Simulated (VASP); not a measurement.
# Si (Cm) in VASP: a series of runs

Si is run at these levels: PBE; tasks: single point.

Program: VASP 6.6.1. These are calculated values, not measurements. Logs are shortened: lines on timing, memory, paths and dates and some standing lists are left out, and cuts for length are marked.

## 1. The cell of the first run

The structure is monoclinic, space group Cm (No. 8). Conventional cell: a = 3.861 Å, b = 9.463 Å, c = 5.110 Å, α = 90.00°, β = 112.20°, γ = 90.00°. Si (site symmetry m) has 4 Si at 2.07 to 2.66 Å within 2.7 Å. Si (site symmetry m) has 4 Si at 2.07 to 2.66 Å within 2.7 Å. Si (site symmetry 1) has 4 Si at 2.36 to 2.42 Å within 3.1 Å.

## 2. Single point, PBE (atom 1 (Si) moved -0.360 Å along Cartesian [0 0 1])

The input, INCAR:

```
SYSTEM = Si
PREC = Accurate
ENCUT = 520
EDIFF = 1E-7
ISMEAR = 0
SIGMA = 0.05
LREAL = .FALSE.
LASPH = .TRUE.
NELM = 100
ALGO = Normal
ISIF = 2
LWAVE = .FALSE.
LCHARG = .FALSE.
GGA = PE
NBANDS = 16
```

The input, KPOINTS:

```
Automatic mesh
0
G
  10 10 10
  0 0 0
```

The input, POSCAR:

```
Si
1.0
   -3.3457641741      3.3457641741      1.9305129928
    3.3457641741     -3.3457641741      1.9305129928
    3.3457641741      3.3457641741     -1.9305129928
Si
4
Direct
    0.0853704174      0.0853704174      0.3572197663
    0.8213901169      0.8213901169      0.6427802337
    0.1786098831      0.8213901169      0.0000000000
    0.8213901169      0.1786098831      0.0000000000
```

Potentials or basis: VASP PAW PBE potentials, release 64 (Si).

Run with:

```sh
$ cat potpaw_PBE.64/Si/POTCAR > POTCAR
$ mpirun -np 1 vasp_std > vasp.out
```

OUTCAR:

```text
SYSTEM = Si
   PREC = Accurate
   ENCUT = 520
   EDIFF = 1E-7
   ISMEAR = 0
   LREAL = .FALSE.
   LASPH = .TRUE.
   NELM = 100
   ISIF = 2
   GGA = PE

 ion  position               nearest neighbor table
   1  0.085  0.085  0.357-   2 2.07   3 2.42   4 2.42   2 2.66
   2  0.821  0.821  0.643-   1 2.07   3 2.39   4 2.39   1 2.66
   3  0.179  0.821  0.000-   4 2.36   4 2.36   2 2.39   1 2.42
   4  0.821  0.179  0.000-   3 2.36   3 2.36   2 2.39   1 2.42

  LATTYP: Found a body centered tetragonal cell.
 ALAT       =     6.6915283482
 C/A-ratio  =     0.5770021114

  Lattice vectors:

 A1 = (  -3.3457641741,   3.3457641741,   1.9305129928)
 A2 = (   3.3457641741,  -3.3457641741,   1.9305129928)
 A3 = (   3.3457641741,   3.3457641741,  -1.9305129928)

Analysis of symmetry for initial positions (statically):
=====================================================================
 Subroutine PRICEL returns:
 Original cell was already a primitive cell.

 Routine SETGRP: Setting up the symmetry group for a
 body centered tetragonal supercell.

 Subroutine GETGRP returns: Found  2 space group operations
 (whereof  2 operations were pure point group operations)
 out of a pool of 16 trial point group operations.

The static configuration has the point symmetry C_1h.

Analysis of symmetry for dynamics (positions and initial velocities):
=====================================================================
 Subroutine PRICEL returns:
 Original cell was already a primitive cell.

 Routine SETGRP: Setting up the symmetry group for a
 body centered tetragonal supercell.

 Subroutine GETGRP returns: Found  2 space group operations
 (whereof  2 operations were pure point group operations)
 out of a pool of 16 trial point group operations.

The dynamic configuration has the point symmetry C_1h.

 Subroutine INISYM returns: Found  2 space group operations
 (whereof  2 operations are pure point group operations),
 and found     1 'primitive' translations

----------------------------------------------------------------------------------------

                                     Primitive cell

  volume of cell :      86.4417

  direct lattice vectors                    reciprocal lattice vectors
    -3.345764174  3.345764174  1.930512993     0.000000000  0.149442691  0.258998516
     3.345764174 -3.345764174  1.930512993     0.149442691  0.000000000  0.258998516
     3.345764174  3.345764174 -1.930512993     0.149442691  0.149442691  0.000000000

  length of vectors
[... 91 lines left out ...]
   NFREE  =      0    steps in history (QN), initial steepest desc. (CG)
   ISIF   =      2    stress and relaxation
   ISYM   =      2    0-nonsym 1-usesym 2-fastsym
   POTIM  = 0.5000    time-step for ionic-motion
   TEBEG  =    0.0;   TEEND  =   0.0 temperature during run
   PSTRESS=    0.0 pullay stress
   NELECT =      16.0000    total number of electrons
   NUPDOWN=      -1.0000    fix difference up-down
   EMIN   =  10.00;   EMAX   =-10.00  energy-range for DOS
   EFERMI =   0.00;   METHOD = LEGACY
   ISMEAR =     0;   SIGMA  =   0.05  broadening in eV -4-tet -1-fermi 0-gaus
   EFERMI_NEDOS =   21; number of points for ismear=-14 and -15
   IALGO  =     38    algorithm
   IMIX   =      4    mixing-type and parameters
     AMIX     =   0.40;   BMIX     =  1.00
     AMIX_MAG =   1.60;   BMIX_MAG =  1.00
  volume/ion in A,a.u.               =      21.61       145.83
  Fermi-wavevector in a.u.,A,eV,Ry     =   0.932983  1.763082 11.843289  0.870457
  Thomas-Fermi vector in A             =   2.059637
   LORBIT       =      0    0 simple, 1 ext, 2 COOP (PROOUT), +10 PAW based schemes
   GGA     = PE    functional components
   LHFCALC =     F    Hartree Fock is set to
   AEXX    =    0.0000 exact exchange contribution
   IVDW    =     0    specifies the selected vdW correction
   LEPSILON=     F    determine dielectric tensor
   LRPA    =     F    only Hartree local field effects (RPA)
 non-spin polarized calculation
 Gauss-broadening in eV      SIGMA  =   0.05
  energy-cutoff  :      520.00
  volume of cell :       86.44
 maximum number of plane-waves:      2361
 NGX is ok and might be reduce to    40
   NGX = 19   NGY = 19   NGZ = 19

 number of electron      16.0000000 magnetization

 Free energy of the ion-electron system (eV)
  ---------------------------------------------------
  ext. energy  EPLUGINS =         0.00000000
  ---------------------------------------------------
  free energy    TOTEN  =       -20.46700947 eV

  energy without entropy =      -20.46669955  energy(sigma->0) =      -20.46685451

 E-fermi :   5.5184     XC(G=0):  -9.0302

 val. band max:        5.4924050005   @ k =  -0.4000   0.5000   0.4000
 cond. band min:       5.5484641226   @ k =  -0.3000  -0.2000  -0.3000
 fundamental gap:      0.0560591221
 Fermi energy:         5.5183723367

 k-point     1 :       0.0000    0.0000    0.0000
  band No.  band energies     occupation
      1      -6.7185      2.00000
      2      -2.7357      2.00000
      3      -0.2621      2.00000
      4      -0.2447      2.00000
      5       1.4326      2.00000
      6       3.7444      2.00000
[... 433 lines left out ...]
      3      -2.3938      2.00000
      4      -0.3448      2.00000
      5       1.1249      2.00000
      6       2.3643      2.00000
[... 8 lines left out ...]
     15      11.7324      0.00000
     16      13.0531      0.00000

 [... further k-points ...]

------------------------ aborting loop because EDIFF is reached ----------------------------------------

  FORCE on cell =-STRESS in cart. coord.  units (eV):
  Direction    XX          YY          ZZ          XY          YZ          ZX
  --------------------------------------------------------------------------------------
  -------------------------------------------------------------------------------------
  Total        0.7281601      0.7281601      2.3996508      1.1097872     -2.7977200     -2.7977200
  in kB       13.4962804     13.4962804     44.4769766     20.5696501    -51.8550972    -51.8550968
  external PRESSURE =      23.8231791 kB  Pullay stress =       0.0000000 kB

 VOLUME and BASIS-vectors are now :
 -----------------------------------------------------------------------------
  energy-cutoff  :      520.00
  volume of cell :       86.44
      direct lattice vectors                 reciprocal lattice vectors
    -3.345764174  3.345764174  1.930512993     0.000000000  0.149442691  0.258998516
     3.345764174 -3.345764174  1.930512993     0.149442691  0.000000000  0.258998516
     3.345764174  3.345764174 -1.930512993     0.149442691  0.149442691  0.000000000

 POSITION                                       TOTAL-FORCE (eV/Angst)
 -----------------------------------------------------------------------------------
      1.19517      1.19517     -0.36000        -1.550522     -1.550522      4.700770
      2.15059      2.15059      1.93051         1.426930      1.426930     -4.260928
      2.15059     -2.15059      1.93051         0.154562     -0.030970     -0.219921
     -2.15059      2.15059      1.93051        -0.030970      0.154562     -0.219921
 -----------------------------------------------------------------------------------
    total drift:                                0.000009      0.000009     -0.000008

  FREE ENERGIE OF THE ION-ELECTRON SYSTEM (eV)
  ---------------------------------------------------
  free  energy   TOTEN  =       -20.4670094743 eV

  energy  without entropy=      -20.4666995525  energy(sigma->0) =      -20.46685451
```

stdout:

```text
POSCAR found type information on POSCAR Si
 POSCAR found :  1 types and       4 ions
 scaLAPACK will be used
 LDA part: xc-table for (Slater+PW92), standard interpolation
 POSCAR, INCAR and KPOINTS ok, starting setup
 FFT: planning ... GRIDC
 FFT: planning ... GRID_SOFT
 FFT: planning ... GRID
 WAVECAR not read
 entering main loop
```

It took 3.4 min on 1 thread of Intel Xeon 6975P-C (Granite Rapids), shared host; peak memory 0.43 GiB.

Results:

```
Free energy            : -20.4670 eV
Pressure               : 2.4 GPa
Largest force          : 5.187 eV/Å
Band gap on the k mesh : 0.06 eV (least direct gap 0.33 eV)
```

Forces in eV/Å, atoms in the order of the input:
```
Si  -1.551 -1.551  4.701
Si   1.427  1.427 -4.261
Si   0.155 -0.031 -0.220
Si  -0.031  0.155 -0.220
```

Levels at points of the mesh, in eV from the valence-band top:
| k point | band 5 | band 6 | band 7 | band 8 | band 9 | band 10 | band 11 | band 12 |
| --- | --- | --- | --- | --- | --- | --- | --- | --- |
| (0.00, 0.00, 0.00) | -4.06 | -1.75 | -1.20 | -0.66 | 0.71 | 1.07 | 1.27 | 2.06 |
| (0.50, 0.00, 0.00) | -4.61 | -4.00 | -2.35 | -1.56 | 0.30 | 2.42 | 3.03 | 3.28 |
| (0.50, 0.00, 0.50) | -4.27 | -3.31 | -2.71 | -1.91 | 1.03 | 1.72 | 2.22 | 3.29 |
| (0.50, 0.50, 0.00) | -2.99 | -2.18 | -2.14 | -1.30 | 1.08 | 1.42 | 1.72 | 3.72 |
| (0.00, 0.00, 0.50) | -3.11 | -2.73 | -1.77 | -1.32 | 0.85 | 1.61 | 1.68 | 3.52 |
| (0.50, 0.50, 0.50) | -2.96 | -1.18 | -0.18 | -0.05 | 0.64 | 2.64 | 2.86 | 3.21 |

Caveat: the cell differs from its parent crystal (atom 1 (Si) moved -0.360 Å along Cartesian [0 0 1]); forces of over 1 eV/Å act on the atoms, so gaps and moduli don't describe the material at rest. A k mesh can miss the band edges.

## 3. Single point, PBE (atom 1 (Si) moved +0.240 Å along Cartesian [0 0 1])

The input, INCAR:

```
ALGO = Normal
EDIFF = 1E-7
ENCUT = 520
GGA = PE
ISIF = 2
ISMEAR = 0
LASPH = True
LCHARG = False
LREAL = False
LWAVE = False
NBANDS = 16
NELM = 80
PREC = Accurate
SIGMA = 0.05
```

The input, KPOINTS:

```
k-points
0
Gamma
  10 10 10
```

Changes to POSCAR since step 2:

```diff
@@ -8,3 +8,3 @@
 Direct
-    0.0853704174      0.0853704174      0.3572197663
+    0.2407695269      0.2407695269      0.3572197663
     0.8213901169      0.8213901169      0.6427802337
```

Potentials or basis: VASP PAW PBE potentials, release 64 (Si).

Run with:

```sh
$ cat potpaw_PBE.64/Si/POTCAR > POTCAR
$ mpirun -np 1 vasp_std > vasp.out
```

OUTCAR:

```text
EDIFF = 1E-7
   ENCUT = 520
   GGA = PE
   ISIF = 2
   ISMEAR = 0
   LASPH = True
   LREAL = False
   NELM = 80
   PREC = Accurate

 ion  position               nearest neighbor table
   1  0.241  0.241  0.357-   2 2.16   3 2.40   4 2.40   2 2.56
   2  0.821  0.821  0.643-   1 2.16   4 2.39   3 2.39   1 2.56
   3  0.179  0.821  0.000-   4 2.36   4 2.36   2 2.39   1 2.40
   4  0.821  0.179  0.000-   3 2.36   3 2.36   2 2.39   1 2.40

  LATTYP: Found a body centered tetragonal cell.
 ALAT       =     6.6915283482
 C/A-ratio  =     0.5770021114

  Lattice vectors:

 A1 = (  -3.3457641741,   3.3457641741,   1.9305129928)
 A2 = (   3.3457641741,  -3.3457641741,   1.9305129928)
 A3 = (   3.3457641741,   3.3457641741,  -1.9305129928)

Analysis of symmetry for initial positions (statically):
=====================================================================
 Subroutine PRICEL returns:
 Original cell was already a primitive cell.

 Routine SETGRP: Setting up the symmetry group for a
[... 174 lines left out ...]

 val. band max:        5.5394513238   @ k =   0.4000  -0.4000   0.5000
 cond. band min:       5.5963842061   @ k =   0.3000   0.2000   0.2000
 fundamental gap:      0.0569328823
 Fermi energy:         5.5585582435

 k-point     1 :       0.0000    0.0000    0.0000
  band No.  band energies     occupation
      1      -6.6789      2.00000
      2      -2.6104      2.00000
      3      -0.2527      2.00000
      4      -0.2450      2.00000
      5       1.5050      2.00000
      6       3.7915      2.00000
[... 433 lines left out ...]
      3      -2.0180      2.00000
      4      -1.0967      2.00000
      5       0.9127      2.00000
      6       1.8260      2.00000
[... 8 lines left out ...]
     15      11.1021      0.00000
     16      13.4830      0.00000

 [... further k-points ...]

------------------------ aborting loop because EDIFF is reached ----------------------------------------

  FORCE on cell =-STRESS in cart. coord.  units (eV):
  Direction    XX          YY          ZZ          XY          YZ          ZX
  --------------------------------------------------------------------------------------
  -------------------------------------------------------------------------------------
  Total        0.2852824      0.2852824      1.0472290      0.4699039      1.7352748      1.7352748
  in kB        5.2876429      5.2876429     19.4101485      8.7095607     32.1629196     32.1629193
  external PRESSURE =       9.9951448 kB  Pullay stress =       0.0000000 kB

 VOLUME and BASIS-vectors are now :
 -----------------------------------------------------------------------------
  energy-cutoff  :      520.00
  volume of cell :       86.44
      direct lattice vectors                 reciprocal lattice vectors
    -3.345764174  3.345764174  1.930512993     0.000000000  0.149442691  0.258998516
     3.345764174 -3.345764174  1.930512993     0.149442691  0.000000000  0.258998516
     3.345764174  3.345764174 -1.930512993     0.149442691  0.149442691  0.000000000

 POSITION                                       TOTAL-FORCE (eV/Angst)
 -----------------------------------------------------------------------------------
      1.19517      1.19517      0.24000        -0.671595     -0.671595     -3.059893
      2.15059      2.15059      1.93051         0.616910      0.616910      2.785415
      2.15059     -2.15059      1.93051         0.071996     -0.017310      0.137239
     -2.15059      2.15059      1.93051        -0.017310      0.071996      0.137239
 -----------------------------------------------------------------------------------
    total drift:                                0.000003      0.000003     -0.000004

  FREE ENERGIE OF THE ION-ELECTRON SYSTEM (eV)
  ---------------------------------------------------
  free  energy   TOTEN  =       -20.9315977177 eV

  energy  without entropy=      -20.9314212957  energy(sigma->0) =      -20.93150951
```

OSZICAR:

```text
N       E                     dE             d eps       ncg     rms          rms(c)
DAV:   1     0.251472893360E+02    0.25147E+02   -0.58558E+03  9024   0.810E+02
DAV:   2    -0.194805760244E+02   -0.44628E+02   -0.40330E+02 12256   0.116E+02
DAV:   3    -0.213336808414E+02   -0.18531E+01   -0.18352E+01 12320   0.223E+01
DAV:   4    -0.213579586203E+02   -0.24278E-01   -0.24273E-01 11408   0.327E+00
DAV:   5    -0.213584585237E+02   -0.49990E-03   -0.49989E-03 12536   0.446E-01    0.677E+00
DAV:   6    -0.210545792846E+02    0.30388E+00   -0.14992E-01 10808   0.189E+00    0.408E+00
DAV:   7    -0.209274109810E+02    0.12717E+00   -0.27530E-01 11640   0.257E+00    0.363E-01
DAV:   8    -0.209304470869E+02   -0.30361E-02   -0.27166E-02 10848   0.914E-01    0.193E-01
DAV:   9    -0.209312804318E+02   -0.83334E-03   -0.16021E-03 12512   0.229E-01    0.104E-01
DAV:  10    -0.209315218704E+02   -0.24144E-03   -0.27835E-04 11208   0.849E-02    0.384E-02
DAV:  11    -0.209315937146E+02   -0.71844E-04   -0.87708E-05 11992   0.506E-02    0.103E-02
DAV:  12    -0.209315969724E+02   -0.32577E-05   -0.47636E-06 11920   0.119E-02    0.435E-03
DAV:  13    -0.209315976498E+02   -0.67749E-06   -0.17077E-06 11656   0.687E-03    0.173E-03
DAV:  14    -0.209315977177E+02   -0.67853E-07   -0.50941E-08  9816   0.138E-03
   1 F= -.20931598E+02 E0= -.20931510E+02  d E =-.176422E-03
```

stdout:

```text
POSCAR found type information on POSCAR Si
 POSCAR found :  1 types and       4 ions
 scaLAPACK will be used
 LDA part: xc-table for (Slater+PW92), standard interpolation
 POSCAR, INCAR and KPOINTS ok, starting setup
 FFT: planning ... GRIDC
 FFT: planning ... GRID_SOFT
 FFT: planning ... GRID
 WAVECAR not read
 entering main loop
```

Run time: 2.7 min. Hardware: 1 thread of Intel Xeon 6975P-C (Granite Rapids), shared host; peak memory 0.43 GiB.

What came out:

| Item | Value |
| --- | --- |
| Free energy | -20.9316 eV |
| Pressure | 1.0 GPa |
| Largest force | 3.204 eV/Å |
| Band gap on the k mesh | 0.06 eV (least direct gap 0.27 eV) |

Forces on the atoms (eV/Å):
```
Si  -0.672 -0.672 -3.060
Si   0.617  0.617  2.785
Si   0.072 -0.017  0.137
Si  -0.017  0.072  0.137
```

Stress tensor (GPa, compression positive):
```
0.53 0.87 3.22
0.87 0.53 3.22
3.22 3.22 1.94
```

Levels at points of the mesh, in eV from the valence-band top:
| k point | band 5 | band 6 | band 7 | band 8 | band 9 | band 10 | band 11 | band 12 |
| --- | --- | --- | --- | --- | --- | --- | --- | --- |
| (0.00, 0.00, 0.00) | -4.03 | -1.75 | -1.48 | -0.76 | 0.92 | 1.17 | 1.27 | 2.05 |
| (0.50, 0.00, 0.00) | -4.39 | -3.46 | -2.70 | -1.85 | 0.88 | 1.82 | 2.38 | 3.25 |
| (0.50, 0.00, 0.50) | -4.62 | -3.92 | -2.46 | -1.59 | 0.37 | 2.31 | 3.06 | 3.19 |
| (0.50, 0.50, 0.00) | -3.04 | -2.22 | -2.14 | -1.60 | 1.29 | 1.45 | 1.69 | 3.68 |
| (0.00, 0.00, 0.50) | -3.10 | -2.60 | -1.82 | -1.64 | 1.10 | 1.64 | 1.66 | 3.55 |
| (0.50, 0.50, 0.50) | -3.07 | -0.96 | -0.25 | 0.00 | 0.33 | 2.69 | 3.01 | 3.37 |

Caveat: the cell differs from its parent crystal (atom 1 (Si) moved +0.240 Å along Cartesian [0 0 1]); forces of over 1 eV/Å act on the atoms, so gaps and moduli don't describe the material at rest. A k mesh can miss the band edges.
